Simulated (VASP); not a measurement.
Input of a VASP 6.6.1 run:

POSCAR

```
PbSe
1.0
    0.0000000000      3.1050000000      3.1050000000
    3.1050000000      0.0000000000      3.1050000000
    3.1050000000      3.1050000000      0.0000000000
Pb Se
1 1
Direct
    0.0000000000      0.0000000000      0.0000000000
    0.5000000000      0.5000000000      0.5000000000
```

File INCAR.step1:

```
PREC = Accurate
ENCUT = 520
ISMEAR = -1
SIGMA = 0.02
LREAL = F
LASPH = T
NELM = 80
NBANDS = 17
GGA = PE
ALGO = Normal
EDIFF = 1E-4
LWAVE = T
LCHARG = F
```

File INCAR.step2:

```
PREC = Accurate
ENCUT = 520
EDIFF = 1E-6
ISMEAR = -1
SIGMA = 0.02
LREAL = F
LASPH = T
NELM = 80
ALGO = Normal
ISIF = 2
LWAVE = F
LCHARG = F
METAGGA = R2SCAN
LMIXTAU = T
NBANDS = 17
ISTART = 1
```

Contents of KPOINTS:

```
Automatic mesh
0
Gamma
  6 6 6
```

Potentials or basis: VASP PAW PBE potentials, release 64 (Pb_d, Se).

Launch:

```sh
$ cat potpaw_PBE.64/Pb_d/POTCAR potpaw_PBE.64/Se/POTCAR > POTCAR
$ cp INCAR.step1 INCAR
$ mpirun -np 1 vasp_std > vasp.out
$ cp INCAR.step2 INCAR
$ mpirun -np 1 vasp_std > vasp.out
```

(1) What does it give for the band gap on the k mesh?

(2) What does it give for the pressure?

Results:

(1) 0.72 eV.

(2) -0.8 GPa.

Caveat: the PAW data sets were made with another functional, which shifts forces and pressure a little; spin-orbit coupling is left out, which moves the levels of the heavy elements.
